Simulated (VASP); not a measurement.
# TiO2 (P4_2/mnm) in VASP: further runs

TiO2 is run at these levels: PBE; tasks: single point.

Everything below comes from runs of VASP 6.6.1. Logs are shortened: lines on timing, memory, paths and dates and some standing lists are left out, and cuts for length are marked.

**Experimental background.**

From “Shallow Valence Band of Rutile GeO2 and P-type Doping”, 2020, arxiv:2011.08928, for a bulk crystal of TiO2 at 1.6 K: band gap 3.03 eV (direct).

How close the calculation comes is told below.

## (1) The cell of the first run

The structure is tetragonal, space group P4_2/mnm (No. 136). Conventional cell: a = 4.643 Å, b = 4.643 Å, c = 2.885 Å, α = 90.00°, β = 90.00°, γ = 90.00°. Ti (site symmetry mmm) has 6 O at 1.93 to 2.00 Å within 2.6 Å. O (site symmetry m2m) has 3 Ti at 1.93 to 2.00 Å and 1 O at 2.56 Å within 2.6 Å.

## (2) Single point, PBE

INCAR reads:

```
SYSTEM = TiO2
ALGO     = Normal         ! electronic algorithm
EDIFF    = 1E-7           ! SCF threshold, eV
ENCUT    = 520            ! plane-wave cutoff, eV
GGA      = PE             ! functional
ISIF     = 2              ! what is computed and relaxed
ISMEAR   = 0              ! smearing method
LASPH    = .TRUE.         ! aspherical terms in the spheres
LCHARG   = .FALSE.        ! write CHGCAR
LREAL    = .FALSE.        ! projectors in reciprocal space
LWAVE    = .FALSE.        ! write WAVECAR
NBANDS   = 33             ! bands
NELM     = 60             ! most SCF steps
PREC     = Accurate       ! precision mode
SIGMA    = 0.05           ! smearing width, eV
```

KPOINTS reads:

```
k-points
0
G
  6 6 10
  0 0 0
```

POSCAR reads:

```
TiO2
1.0
    4.6433998178      0.0000000000      0.0000000000
    0.0000000000      4.6433998178      0.0000000000
    0.0000000000      0.0000000000      2.8848000000
Ti O
2 4
Direct
    0.0000000000      0.0000000000      0.0000000000
    0.5000000000      0.5000000000      0.5000000000
    0.3050970583      0.3050970583      0.0000000000
    0.1949029417      0.8050970583      0.5000000000
    0.6949029417      0.6949029417      0.0000000000
    0.8050970583      0.1949029417      0.5000000000
```

Potentials or basis: VASP PAW PBE potentials, release 64 (Ti_sv, O).

Started as:

```bash
cat potpaw_PBE.64/Ti_sv/POTCAR potpaw_PBE.64/O/POTCAR > POTCAR
mpirun -np 1 vasp_std > vasp.out
```

OUTCAR:

```text
SYSTEM = TiO2
   EDIFF = 1E-7
   ENCUT = 520
   GGA = PE
   ISIF = 2
   ISMEAR = 0
   LASPH = .TRUE.
   LREAL = .FALSE.
   NELM = 60
   PREC = Accurate

 ion  position               nearest neighbor table
   1  0.000  0.000  0.000-   4 1.93   6 1.93   4 1.93   6 1.93   5 2.00   3 2.00
   2  0.500  0.500  0.500-   3 1.93   5 1.93   3 1.93   5 1.93   4 2.00   6 2.00
   3  0.305  0.305  0.000-   2 1.93   2 1.93   1 2.00
   4  0.195  0.805  0.500-   1 1.93   1 1.93   2 2.00
   5  0.695  0.695  0.000-   2 1.93   2 1.93   1 2.00
   6  0.805  0.195  0.500-   1 1.93   1 1.93   2 2.00

  LATTYP: Found a simple tetragonal cell.
 ALAT       =     4.6433998178
 C/A-ratio  =     0.6212689222

  Lattice vectors:

 A1 = (   4.6433998178,   0.0000000000,   0.0000000000)
 A2 = (   0.0000000000,   4.6433998178,   0.0000000000)
 A3 = (   0.0000000000,   0.0000000000,   2.8848000000)

Analysis of symmetry for initial positions (statically):
=====================================================================
 Subroutine PRICEL returns:
 Original cell was already a primitive cell.

 Routine SETGRP: Setting up the symmetry group for a
 simple tetragonal supercell.

 Subroutine GETGRP returns: Found 16 space group operations
 (whereof  8 operations were pure point group operations)
 out of a pool of 16 trial point group operations.

The static configuration has the point symmetry D_2h.
 The point group associated with its full space group is D_4h.

Analysis of symmetry for dynamics (positions and initial velocities):
=====================================================================
 Subroutine PRICEL returns:
 Original cell was already a primitive cell.

 Routine SETGRP: Setting up the symmetry group for a
 simple tetragonal supercell.

 Subroutine GETGRP returns: Found 16 space group operations
 (whereof  8 operations were pure point group operations)
 out of a pool of 16 trial point group operations.

The dynamic configuration has the point symmetry D_2h.
 The point group associated with its full space group is D_4h.

 Subroutine INISYM returns: Found 16 space group operations
 (whereof  8 operations are pure point group operations),
 and found     1 'primitive' translations

----------------------------------------------------------------------------------------

                                     Primitive cell
[... 95 lines left out ...]
   LSORBIT =      F    spin-orbit coupling
   LASPH  =      T    aspherical Exc in radial PAW
   ENCUT  =  520.0 eV  38.22 Ry    6.18 a.u.   8.63  8.63  5.36*2*pi/ulx,y,z
   NELM   =     60;   NELMIN=  2; NELMDL= -5     # of ELM steps
   EDIFF  = 0.1E-06   stopping-criterion for ELM
   LREAL  =      F    real-space projection
   EDIFFG = 0.1E-05   stopping-criterion for IOM
   NSW    =      0    number of steps for IOM
   IBRION =     -1    ionic relax: 0-MD 1-quasi-New 2-CG
   NFREE  =      0    steps in history (QN), initial steepest desc. (CG)
   ISIF   =      2    stress and relaxation
   ISYM   =      2    0-nonsym 1-usesym 2-fastsym
   POTIM  = 0.5000    time-step for ionic-motion
   TEBEG  =    0.0;   TEEND  =   0.0 temperature during run
   PSTRESS=    0.0 pullay stress
   NELECT =      48.0000    total number of electrons
   NUPDOWN=      -1.0000    fix difference up-down
   EMIN   =  10.00;   EMAX   =-10.00  energy-range for DOS
   EFERMI =   0.00;   METHOD = LEGACY
   ISMEAR =     0;   SIGMA  =   0.05  broadening in eV -4-tet -1-fermi 0-gaus
   EFERMI_NEDOS =   21; number of points for ismear=-14 and -15
   IALGO  =     38    algorithm
   IMIX   =      4    mixing-type and parameters
     AMIX     =   0.40;   BMIX     =  1.00
     AMIX_MAG =   1.60;   BMIX_MAG =  1.00
  volume/ion in A,a.u.               =      10.37        69.96
  Fermi-wavevector in a.u.,A,eV,Ry     =   1.501617  2.837645 30.679162  2.254855
  Thomas-Fermi vector in A             =   2.612965
   LORBIT       =      0    0 simple, 1 ext, 2 COOP (PROOUT), +10 PAW based schemes
   GGA     = PE    functional components
   LHFCALC =     F    Hartree Fock is set to
   AEXX    =    0.0000 exact exchange contribution
   IVDW    =     0    specifies the selected vdW correction
   LEPSILON=     F    determine dielectric tensor
   LRPA    =     F    only Hartree local field effects (RPA)
 non-spin polarized calculation
 Gauss-broadening in eV      SIGMA  =   0.05
  energy-cutoff  :      520.00
  volume of cell :       62.20
 maximum number of plane-waves:      1704
 NGX is ok and might be reduce to    36
   NGX = 17   NGY = 17   NGZ = 11

 number of electron      48.0000024 magnetization

 Free energy of the ion-electron system (eV)
  ---------------------------------------------------
  ext. energy  EPLUGINS =         0.00000000
  ---------------------------------------------------
  free energy    TOTEN  =       -53.59008019 eV

  energy without entropy =      -53.59008019  energy(sigma->0) =      -53.59008019

 E-fermi :   5.0511     XC(G=0): -11.4173

 val. band max:        4.7396281658   @ k =   0.0000   0.0000   0.0000
 cond. band min:       6.6962085787   @ k =   0.0000   0.0000   0.0000
 fundamental gap:      1.9565804129
 Fermi energy:         5.0510788573

 k-point     1 :       0.0000    0.0000    0.0000
  band No.  band energies     occupation
      1     -51.9990      2.00000
      2     -51.9827      2.00000
      3     -28.3153      2.00000
      4     -28.3153      2.00000
      5     -28.1466      2.00000
      6     -28.1466      2.00000
[... 853 lines left out ...]
     32      10.2329      0.00000
     33      11.4487      0.00000

 [... further k-points ...]
[... 5 lines left out ...]
  --------------------------------------------------------------------------------------
  -------------------------------------------------------------------------------------
  Total        2.0247551      2.0247551      5.9371598      0.0000000      0.0000000      0.0000000
  in kB       52.1549111     52.1549111    152.9330855      0.0000000      0.0000000      0.0000000
  external PRESSURE =      85.7476359 kB  Pullay stress =       0.0000000 kB

 VOLUME and BASIS-vectors are now :
 -----------------------------------------------------------------------------
  energy-cutoff  :      520.00
  volume of cell :       62.20
      direct lattice vectors                 reciprocal lattice vectors
     4.643399818  0.000000000  0.000000000     0.215359443  0.000000000  0.000000000
     0.000000000  4.643399818  0.000000000     0.000000000  0.215359443  0.000000000
     0.000000000  0.000000000  2.884800000     0.000000000  0.000000000  0.346644481

 POSITION                                       TOTAL-FORCE (eV/Angst)
 -----------------------------------------------------------------------------------
      0.00000      0.00000      0.00000         0.000000     -0.000000     -0.000000
      2.32170      2.32170      1.44240         0.000000     -0.000000     -0.000000
      1.41669      1.41669      0.00000        -0.150027     -0.150027     -0.000000
      0.90501      3.73839      1.44240         0.150027     -0.150027     -0.000000
      3.22671      3.22671      0.00000         0.150027      0.150027      0.000000
      3.73839      0.90501      1.44240        -0.150027      0.150027      0.000000
 -----------------------------------------------------------------------------------
    total drift:                               -0.000000      0.000000     -0.000000

  FREE ENERGIE OF THE ION-ELECTRON SYSTEM (eV)
  ---------------------------------------------------
  free  energy   TOTEN  =       -53.5900801884 eV

  energy  without entropy=      -53.5900801884  energy(sigma->0) =      -53.59008019
```

stdout:

```text
POSCAR found type information on POSCAR TiO
 POSCAR found :  2 types and       6 ions
 scaLAPACK will be used
 LDA part: xc-table for (Slater+PW92), standard interpolation
 POSCAR, INCAR and KPOINTS ok, starting setup
 FFT: planning ... GRIDC
 FFT: planning ... GRID_SOFT
 FFT: planning ... GRID
 WAVECAR not read
 entering main loop
```

It took 53 s on 1 thread of Intel Xeon Platinum 8559C (Emerald Rapids), shared host; peak memory 0.23 GiB.

What came out:

* Free energy: -53.5901 eV
* Pressure: 8.6 GPa
* Largest force: 0.212 eV/Å
* Band gap on the k mesh: 1.96 eV, direct

Forces on the atoms (eV/Å):
```
Ti   0.000  0.000  0.000
Ti   0.000  0.000  0.000
O   -0.150 -0.150  0.000
O    0.150 -0.150  0.000
O    0.150  0.150  0.000
O   -0.150  0.150  0.000
```

## (3) Single point, PBE

This run uses another cell than the first one, of 10.43 Å³/atom, 1.006 times its volume.

INCAR reads:

```
SYSTEM = TiO2
ALGO = Normal ; EDIFF = 1E-7
ENCUT = 520 ; GGA = PE
ISIF = 2 ; ISMEAR = 0
LASPH = .True. ; LCHARG = .False.
LREAL = .False. ; LWAVE = .False.
NBANDS = 33 ; NELM = 80
PREC = Accurate ; SIGMA = 0.05
```

KPOINTS reads:

```
k-points
0
Gamma
  6 6 10
  0 0 0
```

Changes to POSCAR since step 2:

```diff
@@ -2,5 +2,5 @@
 1.0
-    4.6433998178      0.0000000000      0.0000000000
-    0.0000000000      4.6433998178      0.0000000000
-    0.0000000000      0.0000000000      2.8848000000
+    4.5351000000      0.0000000000      0.0000000000
+    0.0000000000      4.5351000000      0.0000000000
+    0.0000000000      0.0000000000      3.0429000000
 Ti O
```

Potentials or basis: VASP PAW PBE potentials, release 64 (Ti_sv, O).

Started as:

```bash
cat potpaw_PBE.64/Ti_sv/POTCAR potpaw_PBE.64/O/POTCAR > POTCAR
mpirun -np 1 vasp_std > vasp.out
```

It took 56 s on 1 thread of Intel Xeon Platinum 8559C (Emerald Rapids), shared host; peak memory 0.22 GiB.

The run converged. Its results:

| Item | Value |
| --- | --- |
| Free energy | -53.5860 eV |
| Pressure | 3.7 GPa |
| Largest force | 0.087 eV/Å |
| Band gap on the k mesh | 1.81 eV, direct |

Forces on the atoms (eV/Å):
```
Ti   0.000  0.000  0.000
Ti   0.000  0.000  0.000
O   -0.062 -0.062  0.000
O    0.062 -0.062  0.000
O    0.062  0.062  0.000
O   -0.062  0.062  0.000
```

Stress tensor (GPa, compression positive):
```
 7.38  0.00  0.00
 0.00  7.38  0.00
 0.00  0.00 -3.62
```

Levels at points of the mesh, in eV from the valence-band top:
| k point | band 21 | band 22 | band 23 | band 24 | band 25 | band 26 | band 27 | band 28 |
| --- | --- | --- | --- | --- | --- | --- | --- | --- |
| (0.00, 0.00, 0.00) | -0.85 | -0.44 | -0.44 | 0.00 | 1.81 | 2.17 | 2.21 | 2.31 |
| (0.50, 0.00, 0.00) | -1.90 | -1.90 | -0.77 | -0.77 | 2.49 | 2.49 | 2.89 | 2.89 |
| (0.50, 0.50, 0.00) | -1.52 | -1.52 | -1.03 | -1.03 | 1.88 | 1.88 | 2.33 | 2.33 |
| (0.00, 0.00, 0.50) | -2.53 | -2.53 | -1.41 | -1.41 | 2.77 | 2.77 | 2.93 | 2.93 |
| (0.50, 0.00, 0.50) | -2.05 | -2.05 | -1.06 | -1.06 | 1.84 | 1.84 | 2.82 | 2.82 |
| (0.50, 0.50, 0.50) | -1.34 | -1.34 | -0.66 | -0.66 | 2.52 | 2.52 | 2.83 | 2.83 |

A k mesh can miss the band edges. As with any semilocal functional, this PBE gap is likely too small.

(Continued in part 2 of 2.)
